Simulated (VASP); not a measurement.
Set up this calculation in VASP 6.6.1, as the native input.

* Task: relaxation of the atoms
* Functional: r2SCAN
* Potentials or basis: VASP PAW PBE potentials, release 64 (Zn, F)
* Cutoff: 580 eV
* k mesh: 6 × 6 × 10
* Occupations: fermi-dirac, width 0.02 eV
* Spin: no spin polarisation
* Dipole correction: no
* Further INCAR settings: ALGO = Normal; EDIFF = 1e-07; IBRION = 2; EDIFFG = -0.01; NSW = 50

Crystal: ZnF2.

```
Zn F
1.0
     4.76571    0.00000    0.00000
     0.00000    4.76571    0.00000
     0.00000    0.00000    3.17031
Zn F
2 4
Direct
  0.00000 0.00000 0.00000
  0.50000 0.50000 0.50000
  0.30321 0.30321 0.00000
  0.19679 0.80321 0.50000
  0.69679 0.69679 0.00000
  0.80321 0.19679 0.50000
```

The input as run:

POSCAR

```
ZnF2
1.0
    4.7657112200      0.0000000000      0.0000000000
    0.0000000000      4.7657112200      0.0000000000
    0.0000000000      0.0000000000      3.1703096100
Zn F
2 4
Direct
    0.0000000000      0.0000000000      0.0000000000
    0.5000000000      0.5000000000      0.5000000000
    0.3032131100      0.3032131100      0.0000000000
    0.1967868900      0.8032131100      0.5000000000
    0.6967868900      0.6967868900      0.0000000000
    0.8032131100      0.1967868900      0.5000000000
```

INCAR.step1

```
  PREC = Accurate
  ENCUT = 580
  ISMEAR = -1
  SIGMA = 0.02
  LREAL = F
  LASPH = T
  NELM = 120
  GGA = PE
  ALGO = Normal
  EDIFF = 1E-5
  LWAVE = T
  LCHARG = F
  GGA_COMPAT = F
  IBRION = 2
  EDIFFG = -0.01
  NELMIN = 4
  NSW = 100
  KPAR = 4
```

INCAR.step2

```
  PREC = Accurate
  ENCUT = 580
  EDIFF = 1E-7
  ISMEAR = -1
  SIGMA = 0.02
  LREAL = F
  LASPH = T
  NELM = 120
  ALGO = Normal
  ISIF = 2
  LWAVE = F
  LCHARG = F
  METAGGA = R2SCAN
  LMIXTAU = T
  IBRION = 2
  NSW = 50
  EDIFFG = -0.01
  ISTART = 1
  GGA_COMPAT = F
  NELMIN = 4
  KPAR = 4
```

KPOINTS

```
Automatic mesh
0
Gamma
  6 6 10
```

Potentials or basis: VASP PAW PBE potentials, release 64 (Zn, F).

Run with:

```sh
$ cat potpaw_PBE.64/Zn/POTCAR potpaw_PBE.64/F/POTCAR > POTCAR
$ cp INCAR.step1 INCAR
$ mpirun -np 4 vasp_std > vasp.out
$ cp INCAR.step2 INCAR
$ mpirun -np 4 vasp_std > vasp.out
```

Results of the run:

- Energy gained by relaxing: 0.1 meV/atom
- Ionic steps: 5
- Pressure after relaxing: -4.0 GPa
- Band gap on the k mesh: 4.17 eV

Caveat: the PAW data sets were made with another functional, which shifts forces and pressure a little.

Wall time 3.9 min on 4 MPI ranks on Intel(R) Xeon(R) 6975P-C (Granite Rapids), with other jobs on the host, peak memory 0.3 GiB a rank.
